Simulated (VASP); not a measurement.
Set up this calculation in VASP 6.6.1, as the native input.

* Task: single point
* Functional: PBE
* Potentials or basis: VASP PAW PBE potentials, release 64 (Ag, Mg, Sn_d, Se)
* Cutoff: 520 eV
* k mesh: 6 × 6 × 6
* Occupations: gaussian, width 0.01 eV
* Spin: no spin polarisation
* Dipole correction: no
* Further INCAR settings: ALGO = Normal; EDIFF = 1e-06; NBANDS = 41

The structure of MgAg2SnSe4 lies in POSCAR:

```
MgAg2SnSe4
1.0
   -3.1329722650      3.1329722650      6.0885470691
    3.1329722650     -3.1329722650      6.0885470691
    3.1329722650      3.1329722650     -6.0885470691
Ag Mg Sn Se
2 1 1 4
Direct
    0.0000000000      0.0000000000      0.0000000000
    0.7500000000      0.2500000000      0.5000000000
    0.2500000000      0.7500000000      0.5000000000
    0.5000000000      0.5000000000      0.0000000000
    0.1349149478      0.6219402154      1.0080662414
    0.3780597846      0.3861260260      0.5129747324
    0.6138739740      0.1268487064     -0.0080662414
    0.8731512936      0.8650850522      0.4870252676
```

One way to write it, as run:

INCAR

```
SYSTEM = MgAg2SnSe4
PREC     = Accurate       ! precision mode
ENCUT    = 520            ! plane-wave cutoff, eV
EDIFF    = 1E-6           ! SCF threshold, eV
ISMEAR   = 0              ! smearing method
SIGMA    = 0.01           ! smearing width, eV
LREAL    = .FALSE.        ! projectors in reciprocal space
LASPH    = .TRUE.         ! aspherical terms in the spheres
NELM     = 100            ! most SCF steps
ALGO     = Normal         ! electronic algorithm
ISIF     = 2              ! what is computed and relaxed
LWAVE    = .FALSE.        ! write WAVECAR
LCHARG   = .FALSE.        ! write CHGCAR
GGA      = PE             ! functional
NBANDS   = 41             ! bands
```

KPOINTS

```
regular mesh
0
G
  6 6 6
  0 0 0
```

Potentials or basis: VASP PAW PBE potentials, release 64 (Ag, Mg, Sn_d, Se).

Launch:

```sh
$ cat potpaw_PBE.64/Ag/POTCAR potpaw_PBE.64/Mg/POTCAR potpaw_PBE.64/Sn_d/POTCAR potpaw_PBE.64/Se/POTCAR > POTCAR
$ mpirun -np 1 vasp_std > vasp.out
```

It gave:

| Quantity | Value |
| --- | --- |
| Pressure | -2.4 GPa |
| Largest force | 0.139 eV/Å |
| Band gap on the k mesh | 0.13 eV |

Caveat: semilocal functionals underestimate gaps, and a narrow one can read as zero; spin-orbit coupling is left out, which moves the levels of the heavy elements.

It took 9.1 min on 1 thread of Intel Xeon 8259CL, on a shared host, peak memory 0.69 GiB.
